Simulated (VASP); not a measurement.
Write the native input for VASP 6.6.1 that does the following.

```yaml
Task: relaxation of cell and atoms
Functional: PBE
Potentials_or_basis: VASP PAW PBE potentials, release 64 (Ba_sv, Ti_sv, O)
Cutoff: 600 eV
k_mesh: 6 × 6 × 6
Occupations: fermi-dirac, width 0.02 eV
Spin: no spin polarisation
Dipole_correction: no
Further_INCAR_settings: ALGO = Normal; EDIFF = 1e-06; IBRION = 2; EDIFFG = -0.005; NSW = 80; ISIF = 3
```

The structure of BaTiO3 lies in POSCAR:

```
BaTiO3
1.0
    2.8273666084      1.6323808724      2.3183934932
   -2.8273666084      1.6323808724      2.3183934932
    0.0000000000     -3.2647617449      2.3183934932
Ba Ti O
1 1 3
Direct
    0.0000000000      0.0000000000      0.0000000000
    0.4845000000      0.4845000000      0.4845000000
    0.5086000000      0.5086000000      0.0175000000
    0.0175000000      0.5086000000      0.5086000000
    0.5086000000      0.0175000000      0.5086000000
```

The input as run:

INCAR

```
PREC = Accurate ; ENCUT = 600
EDIFF = 1E-6 ; ISMEAR = -1
SIGMA = 0.02 ; LREAL = F
LASPH = T ; NELM = 60
ALGO = Normal ; ISIF = 3
LWAVE = F ; LCHARG = F
GGA = PE ; IBRION = 2
NSW = 80 ; EDIFFG = -0.005
```

KPOINTS

```
Automatic mesh
0
Gamma
  6 6 6
```

Potentials or basis: VASP PAW PBE potentials, release 64 (Ba_sv, Ti_sv, O).

The run is started by

```console
$ cat potpaw_PBE.64/Ba_sv/POTCAR potpaw_PBE.64/Ti_sv/POTCAR potpaw_PBE.64/O/POTCAR > POTCAR
$ mpirun -np 1 vasp_std > vasp.out
```

It gave:

```
Relaxed volume                        : 13.53 Å³/atom
Relaxed cell                          : a = 4.074 Å, b = 4.074 Å, c = 4.074 Å, α = 89.69°, β = 89.69°, γ = 89.69°
Space group after relaxing (to 0.1 Å) : R3m (No. 160)
Energy gained by relaxing             : 12.4 meV/atom
Ionic steps                           : 17
Pressure after relaxing               : 0.0 GPa
Largest force after relaxing          : 0.004 eV/Å
Band gap on the k mesh                : 2.58 eV (least direct gap 3.13 eV)
```

Caveat: spin-orbit coupling is left out, which moves the levels of the heavy elements.

Wall time 20 min on 1 thread of Intel Xeon 8259CL, with other jobs on the host, peak memory 0.23 GiB.
